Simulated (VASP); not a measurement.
**Na: single point with PBEsol**

Na:

```
CELL_PARAMETERS angstrom
3.81657 0.00000 0.00000
-1.90829 3.30525 0.00000
0.00000 0.00000 6.23498
ATOMIC_POSITIONS crystal
Na 0.33333 0.66667 0.25000
Na 0.66667 0.33333 0.75000
```

This isn't the form of Na at room conditions, which is bcc.

| Item | Value |
| --- | --- |
| Program | VASP 6.6.1 |
| Task | single point |
| Functional | PBEsol |
| Potentials or basis | VASP PAW PBE potentials, release 64 (Na_pv) |
| Cutoff | 520 eV |
| k mesh | 13 × 13 × 7 |
| Occupations | fermi-dirac, width 0.05 eV |
| Spin | no spin polarisation |

| Property | Result |
| --- | --- |
| Pressure | -0.5 GPa |
| Band gap on the k mesh | zero (bands 7 and 8 overlap by 3.25 eV) |

Stress tensor (GPa, compression positive):
```
-0.53  0.00  0.00
 0.00 -0.53  0.00
 0.00  0.00 -0.42
```

Levels at points of the mesh, in eV from the Fermi level:
| k point | band 3 | band 4 | band 5 | band 6 | band 7 | band 8 | band 9 | band 10 | band 11 | band 12 |
| --- | --- | --- | --- | --- | --- | --- | --- | --- | --- | --- |
| (0.00, 0.00, 0.00) | -24.83 | -24.82 | -24.82 | -24.82 | -3.15 | 0.55 | 0.92 | 9.66 | 9.66 | 9.96 |

Run time: 33 s on 1 thread of Intel(R) Xeon(R) Platinum 8488C (Sapphire Rapids), with other jobs on the host, peak memory 0.21 GiB.

Caveat: the PAW data sets were made with another functional, which shifts forces and pressure a little.
